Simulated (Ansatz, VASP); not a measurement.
PbSe in VASP and in Ansatz

```
Pb Se
1.0
     0.00000    2.99752    2.90280
     2.99752    0.00000    2.90280
     2.99752    2.99752    0.00000
Pb Se
1 1
Direct
  0.00000 0.00000 0.00000
  0.50000 0.50000 0.50000
```

Alike in both runs: task single point; functional PBE; dispersion D3(BJ); k mesh 10 × 10 × 10; occupations gaussian, width 0.03 eV; no spin polarisation.

|  | VASP | Ansatz |
| --- | --- | --- |
| version | VASP 6.6.1 | Ansatz 0.2.0 |
| potentials or method | VASP PAW PBE potentials, release 64 (Pb_d, Se), cutoff 520 eV | scalar-relativistic, plane waves, PAW |
| valence electrons in the cell | 20 | 30 |

```csv
,VASP,Ansatz,Ansatz less VASP
gap on the k mesh at the Fermi level (eV),0.11,0.11,+0.005
least direct gap on the mesh (eV),0.11,0.11,+0.005
pressure (GPa),6.6,6.6,0.00
"traceless stress, the component that is largest in VASP (GPa)",4.31,4.30,-0.010
```

VASP's potentials hold 20 valence electrons a cell and Ansatz's 30, so a difference there can come from the potentials and not from the codes.

Spin-orbit coupling is off throughout.
